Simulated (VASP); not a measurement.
Cr: single point with PBE

Crystal: Cr.

```xyz
2
Lattice="2.9689 0.0000 0.0000 0.0000 2.9689 0.0000 0.0000 0.0000 2.9689" Properties=species:S:1:pos:R:3 pbc="T T T"
Cr    0.0000    0.0000    0.0000
Cr    1.4844    1.4844    1.4844
```

```yaml
Program: VASP 6.6.1
Task: single point
Functional: PBE
Potentials_or_basis: VASP PAW PBE potentials, release 64 (Cr_pv)
Cutoff: 520 eV
k_mesh: 11 × 11 × 11
Occupations: fermi-dirac, width 0.05 eV
Spin: collinear spin, ferrimagnetic start
Starting_moments: "[-1.2, 2.2] μB"
Fixed_moment: 1 μB
Dipole_correction: no
Further_INCAR_settings: ALGO = Normal; EDIFF = 1e-06; NBANDS = 23
```

```
Pressure                                              : -21.6 GPa
Net moment                                            : 1.00 μB per cell
Site moments                                          : Cr -0.23, +1.14 μB
Valence electrons inside the program's atomic spheres : Cr 10.82
```

It took 49 s on 1 thread of Intel(R) Xeon(R) Platinum 8259CL CPU @ 2.50GHz (Skylake/Cascade Lake), with other jobs on the host, peak memory 0.17 GiB.

Caveat: the cell stands under tension; the total moment is fixed, so each spin has its own Fermi level.
